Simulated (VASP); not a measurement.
Crystal: B.

```
CELL_PARAMETERS angstrom
0.81877 -1.65389 0.00000
0.81877 1.65389 0.00000
0.00000 0.00000 3.56697
ATOMIC_POSITIONS crystal
B 0.00000 0.00000 0.00000
```

| Quantity | Value |
| --- | --- |
| Program | VASP 6.6.1 |
| Task | relaxation of cell and atoms |
| Functional | PBE |
| Potentials or basis | VASP PAW PBE potentials, release 64 (B) |
| Cutoff | 600 eV |
| k mesh | 36 × 36 × 16 |
| Occupations | gaussian, width 0.1 eV |
| Spin | no spin polarisation |

At the start: pressure -0.6 GPa; volume 9.66 Å³/atom.

Problem. How do energy, volume and symmetry change on relaxing?

Solution. Over 20 steps the energy falls by 54.9 meV/atom and the volume is 10.03 Å³/atom (+3.9 %); space group Cmmm (No. 65, to 0.1 Å) before, P6/mmm (No. 191, to 0.1 Å).

The path:
```
step  energy change (eV)  largest force (eV/Å)  pressure (GPa)  volume (Å³)
   1              0.0000                0.0000           -0.62         9.66
   2             -0.0068                0.0000           -1.77         9.61
   3             -0.0199                0.0000           -4.51         9.48
   4             -0.0335                0.0000            3.40         9.18
   5             -0.0374                0.0000           -5.48         9.40
   6             -0.0505                0.0000           -2.01         9.29
   7             -0.0294                0.0000           11.92         8.95
   8             -0.0513                0.0000           -0.01         9.24
   9             -0.0518                0.0000            1.19         9.24
  10             -0.0522                0.0000            0.67         9.24
  11             -0.0526                0.0000            0.09         9.31
  12             -0.0529                0.0000           -1.14         9.47
  13             -0.0530                0.0000           -1.10         9.48
  14             -0.0533                0.0000           -0.98         9.51
  15             -0.0537                0.0000           -0.75         9.57
  16             -0.0544                0.0000           -0.28         9.70
  17             -0.0548                0.0000            0.60         9.96
  18             -0.0548                0.0000            0.54         9.94
  19             -0.0549                0.0000            0.13        10.01
  20             -0.0549                0.0000           -0.03        10.03
```

Final structure:
```
B
1.0
     0.85604   -1.48256    0.00000
     0.85604    1.48256    0.00000
     0.00000    0.00000    3.95278
B
1
Direct
  0.00000 0.00000 0.00000
```
